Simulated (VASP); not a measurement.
Runs of VASP 6.6.1 on Ag. The structure is that of space group I4/mmm (No. 139), or close to it. The cells are those of the table. 

```tsv
cell	gap on the mesh (eV)	pressure (GPa)
a = 2.952, b = 2.952, c = 2.774 Å, angles 62.0, 62.0, 56.0°, 1 atom	none	(a)
a = 2.776, b = 2.776, c = 2.889 Å, angles 58.6, 58.6, 62.7°, 1 atom	none	16.9
a = 2.837, b = 2.837, c = 2.658 Å, angles 62.1, 62.1, 55.9°, 1 atom	none	26.4
a = 2.899, b = 2.899, c = 3.121 Å, angles 57.4, 57.4, 65.1°, 1 atom	none	(b)
a = 2.837, b = 2.837, c = 3.005 Å, angles 58.0, 58.0, 64.0°, 1 atom	none	5.4
```

Alike in all rows: task single point; level PBE; potentials or basis VASP PAW PBE potentials, release 64 (Ag); no spin polarisation; k mesh 20 × 20 × 20; cutoff (eV) 520; smearing gaussian 0.15 eV.

Question: Estimate the missing entries.

Answer: (a) 5.7; (b) -1.8.

A k mesh can miss the band edges, and the runs leave out spin-orbit coupling on Ag.

A gap of «none» marks levels without a gap at the run's occupations.
